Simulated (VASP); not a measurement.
# CsHf2Os (P6_3/mmc) in VASP: a series of runs

CsHf2Os is run at these levels: PBE; tasks: single point, relaxation of cell and atoms.

Program: VASP 6.6.1. These are calculated values, not measurements. Logs are shortened: lines on timing, memory, paths and dates and some standing lists are left out, and cuts for length are marked.

### 1 The cell of the first run

Symmetry: P6_3/mmc, No. 194, hexagonal system. The conventional cell has a = 3.618 Å, b = 3.618 Å, c = 16.193 Å, α = 90.00°, β = 90.00°, γ = 120.00°. Within 4.6 Å of Cs (site symmetry -6m2) lie 6 Hf at 3.38 Å and 6 Cs at 3.62 Å and 6 Os at 4.56 Å. Hf (site symmetry 3m) has 3 Os at 2.51 Å and 3 Cs at 3.38 Å and 9 Hf at 3.48 to 3.62 Å within 3.7 Å. Within 3.3 Å of Os (site symmetry -3m) lie 6 Hf at 2.51 Å.

### 2 Single point, PBE

The input, INCAR:

```
SYSTEM = CsHf2Os
  PREC = Accurate
  ENCUT = 520
  EDIFF = 1E-6
  ISMEAR = 0
  SIGMA = 0.1
  LREAL = .FALSE.
  LASPH = .TRUE.
  NELM = 100
  ALGO = Normal
  ISIF = 2
  LWAVE = .FALSE.
  LCHARG = .FALSE.
  GGA = PE
  NBANDS = 47
```

The input, KPOINTS:

```
regular mesh
0
G
  6 6 1
  0 0 0
```

The input, POSCAR:

```
CsHf2Os
1.0
    3.6181183042      0.0000000000      0.0000000000
   -1.8090591521      3.1333823653      0.0000000000
    0.0000000000      0.0000000000     16.1929770257
Cs Hf Os
2 4 2
Direct
    0.3333333333      0.6666666667      0.7500000000
    0.6666666667      0.3333333333      0.2500000000
    0.3333333333      0.6666666667      0.4140000000
    0.6666666667      0.3333333333      0.9140000000
    0.6666666667      0.3333333333      0.5860000000
    0.3333333333      0.6666666667      0.0860000000
    0.0000000000      0.0000000000      0.5000000000
    0.0000000000      0.0000000000      0.0000000000
```

Potentials or basis: VASP PAW PBE potentials, release 64 (Cs_sv, Hf_pv, Os).

Launch:

```bash
$ cat potpaw_PBE.64/Cs_sv/POTCAR potpaw_PBE.64/Hf_pv/POTCAR potpaw_PBE.64/Os/POTCAR > POTCAR
$ mpirun -np 1 vasp_std > vasp.out
```

OUTCAR:

```text
SYSTEM = CsHf2Os
   PREC = Accurate
   ENCUT = 520
   EDIFF = 1E-6
   ISMEAR = 0
   LREAL = .FALSE.
   LASPH = .TRUE.
   NELM = 100
   ISIF = 2
   GGA = PE

 ion  position               nearest neighbor table
   1  0.333  0.667  0.750-   4 3.38   5 3.38   4 3.38   5 3.38   4 3.38   5 3.38
   2  0.667  0.333  0.250-   3 3.38   6 3.38   3 3.38   6 3.38   3 3.38   6 3.38
   3  0.333  0.667  0.414-   7 2.51   7 2.51   7 2.51   2 3.38   2 3.38   2 3.38   5 3.48   5 3.48
                             5 3.48
   4  0.667  0.333  0.914-   8 2.51   8 2.51   8 2.51   1 3.38   1 3.38   1 3.38   6 3.48   6 3.48
                             6 3.48
   5  0.667  0.333  0.586-   7 2.51   7 2.51   7 2.51   1 3.38   1 3.38   1 3.38   3 3.48   3 3.48
                             3 3.48
   6  0.333  0.667  0.086-   8 2.51   8 2.51   8 2.51   2 3.38   2 3.38   2 3.38   4 3.48   4 3.48
                             4 3.48
   7  0.000  0.000  0.500-   3 2.51   5 2.51   3 2.51   5 2.51   5 2.51   3 2.51
   8  0.000  0.000  0.000-   4 2.51   6 2.51   6 2.51   4 2.51   4 2.51   6 2.51

  LATTYP: Found a hexagonal cell.
 ALAT       =     3.6181183042
 C/A-ratio  =     4.4755244755

  Lattice vectors:

 A1 = (   3.6181183042,   0.0000000000,   0.0000000000)
 A2 = (  -1.8090591521,   3.1333823653,   0.0000000000)
 A3 = (   0.0000000000,   0.0000000000,  16.1929770257)

Analysis of symmetry for initial positions (statically):
=====================================================================
 Subroutine PRICEL returns:
 Original cell was already a primitive cell.

 Routine SETGRP: Setting up the symmetry group for a
 hexagonal supercell.

 Subroutine GETGRP returns: Found 24 space group operations
 (whereof 12 operations were pure point group operations)
 out of a pool of 24 trial point group operations.

The static configuration has the point symmetry D_3d.
 The point group associated with its full space group is D_6h.

Analysis of symmetry for dynamics (positions and initial velocities):
=====================================================================
 Subroutine PRICEL returns:
 Original cell was already a primitive cell.

 Routine SETGRP: Setting up the symmetry group for a
 hexagonal supercell.

 Subroutine GETGRP returns: Found 24 space group operations
 (whereof 12 operations were pure point group operations)
 out of a pool of 24 trial point group operations.

The dynamic configuration has the point symmetry D_3d.
 The point group associated with its full space group is D_6h.

 Subroutine INISYM returns: Found 24 space group operations
 (whereof 12 operations are pure point group operations),
 and found     1 'primitive' translations

----------------------------------------------------------------------------------------

                                     Primitive cell

  volume of cell :     183.5789

  direct lattice vectors                    reciprocal lattice vectors
     3.618118304  0.000000000  0.000000000     0.276386761  0.159571971  0.000000000
    -1.809059152  3.133382365  0.000000000     0.000000000  0.319143942  0.000000000
     0.000000000  0.000000000 16.192977026     0.000000000  0.000000000  0.061755167

  length of vectors
     3.618118304  3.618118304 16.192977026     0.319143942  0.319143942  0.061755167

  position of ions in fractional coordinates (direct lattice)
     0.333333333  0.666666667  0.750000000
     0.666666667  0.333333333  0.250000000
     0.333333333  0.666666667  0.414000000
     0.666666667  0.333333333  0.914000000
     0.666666667  0.333333333  0.586000000
     0.333333333  0.666666667  0.086000000
     0.000000000  0.000000000  0.500000000
     0.000000000  0.000000000  0.000000000

  ion indices of the primitive-cell ions
   primitive index   ion index
                 1           1
                 2           2
                 3           3
                 4           4
                 5           5
                 6           6
                 7           7
                 8           8

----------------------------------------------------------------------------------------

 KPOINTS: regular mesh

Automatic generation of k-mesh.
 Grid dimensions read from file:
 generate k-points for:    6    6    1

 Generating k-lattice:

  Cartesian coordinates                     Fractional coordinates (reciprocal lattice)
     0.046064460  0.026595329  0.000000000     0.166666667 -0.000000000  0.000000000
     0.000000000  0.053190657  0.000000000     0.000000000  0.166666667  0.000000000
     0.000000000  0.000000000  0.061755167     0.000000000  0.000000000  1.000000000

  Length of vectors
     0.053190657  0.053190657  0.061755167

  Shift w.r.t. Gamma in fractional coordinates (k-lattice)
     0.000000000  0.000000000  0.000000000

 Subroutine IBZKPT returns following result:
 ===========================================

 Found      7 irreducible k-points:

 Following reciprocal coordinates:
            Coordinates               Weight
  0.000000  0.000000  0.000000      1.000000
  0.166667 -0.000000  0.000000      6.000000
  0.333333 -0.000000  0.000000      6.000000
  0.500000 -0.000000  0.000000      3.000000
  0.166667  0.166667  0.000000      6.000000
  0.333333  0.166667  0.000000     12.000000
  0.333333  0.333333  0.000000      2.000000
   k-points           NKPTS =      7   k-points in BZ     NKDIM =      7   number of bands    NBANDS=     47
   number of dos      NEDOS =    301   number of ions     NIONS =      8
   total plane-waves  NPLWV =  94080
   dimension x,y,z NGX =    28 NGY =   28 NGZ =  120
   dimension x,y,z NGXF=    56 NGYF=   56 NGZF=  240
   ions per type =               2   4   2
   NGX,Y,Z   is equivalent  to a cutoff of  12.87, 12.87, 12.32 a.u.
   NGXF,Y,Z  is equivalent  to a cutoff of  25.73, 25.73, 24.64 a.u.
 SYSTEM =  CsHf2Os
   PREC   = accura    normal or accurate (medium, high low for compatibility)
   ISTART =      0    job   : 0-new  1-cont  2-samecut
   ICHARG =      2    charge: 1-file 2-atom 10-const
   ISPIN  =      1    spin polarized calculation?
   LNONCOLLINEAR =      F non collinear calculations
   LSORBIT =      F    spin-orbit coupling
   LASPH  =      T    aspherical Exc in radial PAW
   ENCUT  =  520.0 eV  38.22 Ry    6.18 a.u.   6.73  6.73 30.11*2*pi/ulx,y,z
   NELM   =    100;   NELMIN=  2; NELMDL= -5     # of ELM steps
   EDIFF  = 0.1E-05   stopping-criterion for ELM
   LREAL  =      F    real-space projection
   EDIFFG = 0.1E-04   stopping-criterion for IOM
   NSW    =      0    number of steps for IOM
   IBRION =     -1    ionic relax: 0-MD 1-quasi-New 2-CG
   NFREE  =      0    steps in history (QN), initial steepest desc. (CG)
   ISIF   =      2    stress and relaxation
   ISYM   =      2    0-nonsym 1-usesym 2-fastsym
   POTIM  = 0.5000    time-step for ionic-motion
   TEBEG  =    0.0;   TEEND  =   0.0 temperature during run
   PSTRESS=    0.0 pullay stress
   NELECT =      74.0000    total number of electrons
   NUPDOWN=      -1.0000    fix difference up-down
   EMIN   =  10.00;   EMAX   =-10.00  energy-range for DOS
   EFERMI =   0.00;   METHOD = LEGACY
   ISMEAR =     0;   SIGMA  =   0.10  broadening in eV -4-tet -1-fermi 0-gaus
   EFERMI_NEDOS =   21; number of points for ismear=-14 and -15
   IALGO  =     38    algorithm
   IMIX   =      4    mixing-type and parameters
     AMIX     =   0.40;   BMIX     =  1.00
     AMIX_MAG =   1.60;   BMIX_MAG =  1.00
  volume/ion in A,a.u.               =      22.95       154.86
  Fermi-wavevector in a.u.,A,eV,Ry     =   1.209329  2.285300 19.898201  1.462477
  Thomas-Fermi vector in A             =   2.344910
   LORBIT       =      0    0 simple, 1 ext, 2 COOP (PROOUT), +10 PAW based schemes
   GGA     = PE    functional components
   LHFCALC =     F    Hartree Fock is set to
   AEXX    =    0.0000 exact exchange contribution
   IVDW    =     0    specifies the selected vdW correction
   LEPSILON=     F    determine dielectric tensor
   LRPA    =     F    only Hartree local field effects (RPA)
 non-spin polarized calculation
 Gauss-broadening in eV      SIGMA  =   0.10
  energy-cutoff  :      520.00
  volume of cell :      183.58
 maximum number of plane-waves:      4971
 NGX is ok and might be reduce to    28
   NGX = 13   NGY = 13   NGZ = 61

 number of electron      74.0000005 magnetization

 Free energy of the ion-electron system (eV)
  ---------------------------------------------------
  ext. energy  EPLUGINS =         0.00000000
  ---------------------------------------------------
  free energy    TOTEN  =       -57.23306680 eV

  energy without entropy =      -57.17574910  energy(sigma->0) =      -57.20440795

 E-fermi :   5.7361     XC(G=0): -11.1049

 val. band max:        5.7058644498   @ k =   0.3333   0.1667   0.0000
 cond. band min:       5.7388922562   @ k =   0.1667  -0.0000   0.0000
 fundamental gap:      0.0330278063
 Fermi energy:         5.7361286088

 k-point     1 :       0.0000    0.0000    0.0000
  band No.  band energies     occupation
      1     -25.2487      2.00000
      2     -25.2446      2.00000
      3     -25.0590      2.00000
      4     -25.0545      2.00000
      5     -24.9299      2.00000
      6     -24.9299      2.00000
[... 39 lines left out ...]
     46       8.5529      0.00000
     47       8.5576      0.00000

 k-point     2 :       0.1667   -0.0000    0.0000
  band No.  band energies     occupation
      1     -25.2259      2.00000
      2     -25.2227      2.00000
      3     -25.0834      2.00000
      4     -25.0797      2.00000
      5     -24.9348      2.00000
      6     -24.9346      2.00000
[... 39 lines left out ...]
     46       8.1468      0.00000
     47       8.3746      0.00000

 k-point     3 :       0.3333   -0.0000    0.0000
  band No.  band energies     occupation
      1     -25.1793      2.00000
      2     -25.1776      2.00000
      3     -25.1157      2.00000
      4     -25.1133      2.00000
      5     -25.0115      2.00000
      6     -25.0105      2.00000
[... 189 lines left out ...]
     46       7.6752      0.00000
     47       8.4646      0.00000

 k-point     7 :       0.3333    0.3333    0.0000
  band No.  band energies     occupation
      1     -25.1212      2.00000
      2     -25.1212      2.00000
      3     -25.1201      2.00000
      4     -25.1201      2.00000
      5     -25.0430      2.00000
      6     -25.0429      2.00000
[... 39 lines left out ...]
     46       7.7763      0.00000
     47       7.9618      0.00000

------------------------ aborting loop because EDIFF is reached ----------------------------------------

  FORCE on cell =-STRESS in cart. coord.  units (eV):
  Direction    XX          YY          ZZ          XY          YZ          ZX
  --------------------------------------------------------------------------------------
  -------------------------------------------------------------------------------------
  Total       21.8996164     21.8996164     23.8701220     -0.0000000      0.0000000     -0.0000000
  in kB      191.1279632    191.1279631    208.3254670     -0.0000000      0.0000000     -0.0000000
  external PRESSURE =     196.8604644 kB  Pullay stress =       0.0000000 kB

 VOLUME and BASIS-vectors are now :
 -----------------------------------------------------------------------------
  energy-cutoff  :      520.00
  volume of cell :      183.58
      direct lattice vectors                 reciprocal lattice vectors
     3.618118304  0.000000000  0.000000000     0.276386761  0.159571971  0.000000000
    -1.809059152  3.133382365  0.000000000     0.000000000  0.319143942  0.000000000
     0.000000000  0.000000000 16.192977026     0.000000000  0.000000000  0.061755167

 POSITION                                       TOTAL-FORCE (eV/Angst)
 -----------------------------------------------------------------------------------
     -0.00000      2.08892     12.14473         0.000000     -0.000000     -0.000000
      1.80906      1.04446      4.04824         0.000000      0.000000     -0.000000
     -0.00000      2.08892      6.70389         0.000000     -0.000000     -0.362867
      1.80906      1.04446     14.80038        -0.000000     -0.000000     -0.362867
      1.80906      1.04446      9.48908        -0.000000      0.000000      0.362867
     -0.00000      2.08892      1.39260        -0.000000      0.000000      0.362867
      0.00000      0.00000      8.09649        -0.000000     -0.000000     -0.000000
      0.00000      0.00000      0.00000        -0.000000     -0.000000     -0.000000
 -----------------------------------------------------------------------------------
    total drift:                               -0.000000      0.000000     -0.000000

  FREE ENERGIE OF THE ION-ELECTRON SYSTEM (eV)
  ---------------------------------------------------
  free  energy   TOTEN  =       -57.2330668029 eV

  energy  without entropy=      -57.1757490951  energy(sigma->0) =      -57.20440795
```

It took 2.7 min on 1 thread of Oxide Virtual Turin-like, shared host; peak memory 0.28 GiB.

What came out:

* Free energy: -57.2331 eV
* Pressure: 19.7 GPa
* Largest force: 0.363 eV/Å
* Band gap on the k mesh: zero (bands 37 and 38 overlap by 0.78 eV)

Forces on the atoms (eV/Å):
```
Cs   0.000  0.000  0.000
Cs   0.000  0.000  0.000
Hf   0.000  0.000 -0.363
Hf   0.000  0.000 -0.363
Hf   0.000  0.000  0.363
Hf   0.000  0.000  0.363
Os   0.000  0.000  0.000
Os   0.000  0.000  0.000
```

Caveat: the k points lie up to 0.39 Å⁻¹ apart, too coarse for converged energies and pressures of a metal; spin-orbit coupling is left out, which moves the levels of the heavy elements.

[end of part 1 of 2]

The gap in the log of VASP goes by the Fermi energy; the results here count the filled bands.